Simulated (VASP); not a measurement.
# Rb (I4_1/amd) in VASP: single point with LDA

Aim: the single point of Rb with LDA.

Program: VASP 6.6.1. These are calculated values, not measurements. Logs are shortened: lines on timing, memory, paths and dates and some standing lists are left out, and cuts for length are marked.

## Step 1: The cell of the first run

Symmetry: I4_1/amd, No. 141, tetragonal system. The conventional cell has a = 7.051 Å, b = 7.051 Å, c = 3.871 Å, α = 90.00°, β = 90.00°, γ = 90.00°. Rb (site symmetry -4m2) has 10 Rb at 3.66 to 4.57 Å within 4.8 Å.

## Step 2: Single point, LDA

File INCAR:

```
SYSTEM = Rb
  PREC = Accurate
  ENCUT = 520
  EDIFF = 1E-6
  ISMEAR = -1
  SIGMA = 0.08
  LREAL = .FALSE.
  LASPH = .TRUE.
  NELM = 60
  ALGO = Normal
  ISIF = 2
  LWAVE = .FALSE.
  LCHARG = .TRUE.
  GGA = CA
  LELF = .TRUE.
  LVHAR = .TRUE.
  NBANDS = 16
```

File KPOINTS:

```
Automatic mesh
0
G
  11 11 11
  0 0 0
```

File POSCAR:

```
Rb
1.0
   -3.5255385580      3.5255385580      1.9354290935
    3.5255385580     -3.5255385580      1.9354290935
    3.5255385580      3.5255385580     -1.9354290935
Rb
2
Direct
   -0.3750000000     -0.1250000000     -0.2500000000
    0.3750000000      0.1250000000      0.2500000000
```

Potentials or basis: VASP PAW LDA potentials, release 64 (Rb_sv).

Command:

```
$ cat potpaw_LDA.64/Rb_sv/POTCAR > POTCAR
$ mpirun -np 1 vasp_std > vasp.out
```

OUTCAR:

```text
SYSTEM = Rb
   PREC = Accurate
   ENCUT = 520
   EDIFF = 1E-6
   ISMEAR = -1
   LREAL = .FALSE.
   LASPH = .TRUE.
   NELM = 60
   ISIF = 2
   GGA = CA

 ion  position               nearest neighbor table
   1  0.625  0.875  0.750-   2 3.66   2 3.66   2 3.66   2 3.66   2 4.57   2 4.57   2 4.57   2 4.57

   2  0.375  0.125  0.250-   1 3.66   1 3.66   1 3.66   1 3.66   1 4.57   1 4.57   1 4.57   1 4.57

  LATTYP: Found a body centered tetragonal cell.
 ALAT       =     7.0510771160
 C/A-ratio  =     0.5489740253

  Lattice vectors:

 A1 = (  -3.5255385580,   3.5255385580,   1.9354290935)
 A2 = (   3.5255385580,  -3.5255385580,   1.9354290935)
 A3 = (   3.5255385580,   3.5255385580,  -1.9354290935)

Analysis of symmetry for initial positions (statically):
=====================================================================
 Subroutine PRICEL returns:
 Original cell was already a primitive cell.

 Routine SETGRP: Setting up the symmetry group for a
 body centered tetragonal supercell.

 Subroutine GETGRP returns: Found 16 space group operations
 (whereof  4 operations were pure point group operations)
 out of a pool of 16 trial point group operations.

The static configuration has the point symmetry C_2h.
 The point group associated with its full space group is D_4h.

Analysis of symmetry for dynamics (positions and initial velocities):
=====================================================================
 Subroutine PRICEL returns:
 Original cell was already a primitive cell.

 Routine SETGRP: Setting up the symmetry group for a
 body centered tetragonal supercell.

 Subroutine GETGRP returns: Found 16 space group operations
 (whereof  4 operations were pure point group operations)
 out of a pool of 16 trial point group operations.

The dynamic configuration has the point symmetry C_2h.
 The point group associated with its full space group is D_4h.

 Subroutine INISYM returns: Found 16 space group operations
 (whereof  4 operations are pure point group operations),
 and found     1 'primitive' translations

----------------------------------------------------------------------------------------

                                     Primitive cell

  volume of cell :      96.2251

  direct lattice vectors                    reciprocal lattice vectors
    -3.525538558  3.525538558  1.935429094     0.000000000  0.141822304  0.258340645
[... 78 lines left out ...]
   ISTART =      0    job   : 0-new  1-cont  2-samecut
   ICHARG =      2    charge: 1-file 2-atom 10-const
   ISPIN  =      1    spin polarized calculation?
   LNONCOLLINEAR =      F non collinear calculations
   LSORBIT =      F    spin-orbit coupling
   LASPH  =      T    aspherical Exc in radial PAW
   ENCUT  =  520.0 eV  38.22 Ry    6.18 a.u.   9.94  9.94  9.94*2*pi/ulx,y,z
   NELM   =     60;   NELMIN=  2; NELMDL= -5     # of ELM steps
   EDIFF  = 0.1E-05   stopping-criterion for ELM
   LREAL  =      F    real-space projection
   EDIFFG = 0.1E-04   stopping-criterion for IOM
   NSW    =      0    number of steps for IOM
   IBRION =     -1    ionic relax: 0-MD 1-quasi-New 2-CG
   NFREE  =      0    steps in history (QN), initial steepest desc. (CG)
   ISIF   =      2    stress and relaxation
   ISYM   =      2    0-nonsym 1-usesym 2-fastsym
   POTIM  = 0.5000    time-step for ionic-motion
   TEBEG  =    0.0;   TEEND  =   0.0 temperature during run
   PSTRESS=    0.0 pullay stress
   NELECT =      18.0000    total number of electrons
   NUPDOWN=      -1.0000    fix difference up-down
   EMIN   =  10.00;   EMAX   =-10.00  energy-range for DOS
   EFERMI =   0.00;   METHOD = LEGACY
   ISMEAR =    -1;   SIGMA  =   0.08  broadening in eV -4-tet -1-fermi 0-gaus
   EFERMI_NEDOS =   21; number of points for ismear=-14 and -15
   IALGO  =     38    algorithm
   IMIX   =      4    mixing-type and parameters
     AMIX     =   0.40;   BMIX     =  1.00
     AMIX_MAG =   1.60;   BMIX_MAG =  1.00
  volume/ion in A,a.u.               =      48.11       324.68
  Fermi-wavevector in a.u.,A,eV,Ry     =   0.936274  1.769301 11.926988  0.876609
  Thomas-Fermi vector in A             =   2.063267
   LORBIT       =      0    0 simple, 1 ext, 2 COOP (PROOUT), +10 PAW based schemes
   GGA     = CA    functional components
   LHFCALC =     F    Hartree Fock is set to
   AEXX    =    0.0000 exact exchange contribution
   IVDW    =     0    specifies the selected vdW correction
   LEPSILON=     F    determine dielectric tensor
   LRPA    =     F    only Hartree local field effects (RPA)
 non-spin polarized calculation
  energy-cutoff  :      520.00
  volume of cell :       96.23
 maximum number of plane-waves:      2616
   NGX = 19   NGY = 19   NGZ = 19

 number of electron      18.0000000 magnetization

 Free energy of the ion-electron system (eV)
  ---------------------------------------------------
  ext. energy  EPLUGINS =         0.00000000
  ---------------------------------------------------
  free energy    TOTEN  =        -1.43313646 eV

  energy without entropy =       -1.38575385  energy(sigma->0) =       -1.40944515

 E-fermi :   1.7588     XC(G=0):  -7.5723

 val. band max:        1.7582478533   @ k =  -0.4545  -0.4545   0.4545
 cond. band min:       1.7597371521   @ k =  -0.0909   0.0909   0.0909
 fundamental gap:      0.0014892989
 Fermi energy:         1.7588058370

 k-point     1 :       0.0000    0.0000    0.0000
  band No.  band energies     occupation
      1     -27.1951      2.00000
      2     -27.0338      2.00000
      3     -11.6910      2.00000
      4     -11.6910      2.00000
      5     -11.0221      2.00000
      6     -11.0140      2.00000
[... 433 lines left out ...]
      3     -11.6517      2.00000
      4     -11.6433      2.00000
      5     -11.0925      2.00000
      6     -11.0393      2.00000
[... 8 lines left out ...]
     15       6.1431      0.00000
     16       7.2235      0.00000

 [... further k-points ...]
[... 5 lines left out ...]
  --------------------------------------------------------------------------------------
  -------------------------------------------------------------------------------------
  Total        2.5220875      2.5220875      2.5167420      0.0000000      0.0000000      0.0000000
  in kB       41.9935448     41.9935448     41.9045405      0.0000000      0.0000000      0.0000000
  external PRESSURE =      41.9638767 kB  Pullay stress =       0.0000000 kB

 VOLUME and BASIS-vectors are now :
 -----------------------------------------------------------------------------
  energy-cutoff  :      520.00
  volume of cell :       96.23
      direct lattice vectors                 reciprocal lattice vectors
    -3.525538558  3.525538558  1.935429094     0.000000000  0.141822304  0.258340645
     3.525538558 -3.525538558  1.935429094     0.141822304  0.000000000  0.258340645
     3.525538558  3.525538558 -1.935429094     0.141822304  0.141822304  0.000000000

 POSITION                                       TOTAL-FORCE (eV/Angst)
 -----------------------------------------------------------------------------------
      3.52554      1.76277      1.45157        -0.000000     -0.000000     -0.000000
      0.00000      1.76277      0.48386         0.000000      0.000000      0.000000
 -----------------------------------------------------------------------------------
    total drift:                               -0.000000     -0.000000      0.000000

  FREE ENERGIE OF THE ION-ELECTRON SYSTEM (eV)
  ---------------------------------------------------
  free  energy   TOTEN  =        -1.4331364569 eV

  energy  without entropy=       -1.3857538518  energy(sigma->0) =       -1.40944515
```

OSZICAR:

```text
N       E                     dE             d eps       ncg     rms          rms(c)
DAV:   1     0.959847330588E+02    0.95985E+02   -0.78093E+03  4032   0.938E+02
DAV:   2     0.651762582722E+01   -0.89467E+02   -0.86787E+02  5432   0.193E+02
DAV:   3    -0.111455246199E+01   -0.76322E+01   -0.75987E+01  6776   0.504E+01
DAV:   4    -0.145237560328E+01   -0.33782E+00   -0.33775E+00  5488   0.761E+00
DAV:   5    -0.145751760421E+01   -0.51420E-02   -0.51419E-02  6128   0.877E-01    0.406E+00
DAV:   6    -0.143846413700E+01    0.19053E-01   -0.19764E-02  5096   0.786E-01    0.257E+00
DAV:   7    -0.143354981580E+01    0.49143E-02   -0.31848E-02  4800   0.974E-01    0.219E-01
DAV:   8    -0.143313542560E+01    0.41439E-03   -0.42308E-03  5536   0.390E-01    0.430E-02
DAV:   9    -0.143313826923E+01   -0.28436E-05   -0.10161E-04  5528   0.640E-02    0.173E-02
DAV:  10    -0.143313632292E+01    0.19463E-05   -0.99589E-06  5872   0.207E-02    0.821E-03
DAV:  11    -0.143313645687E+01   -0.13395E-06   -0.36241E-07  3784   0.382E-03
   1 F= -.14331365E+01 E0= -.14094452E+01  d E =-.473826E-01
```

Wall time 57 s (1 thread of Intel Xeon 6975P-C (Granite Rapids), shared host); peak memory 0.29 GiB.

Results:

```yaml
Free_energy: -1.4331 eV
Pressure: 4.2 GPa
Band_gap_on_the_k_mesh: zero (band 9 reaches 2.51 eV, above the bottom of band 10 at 0.97 eV)
```

Levels at points of the mesh, in eV from the Fermi level:
| k point | band 6 | band 7 | band 8 | band 9 | band 10 | band 11 | band 12 | band 13 |
| --- | --- | --- | --- | --- | --- | --- | --- | --- |
| (0.00, 0.00, 0.00) | -12.77 | -12.72 | -12.72 | -2.86 | -0.09 | 1.84 | 2.37 | 3.08 |
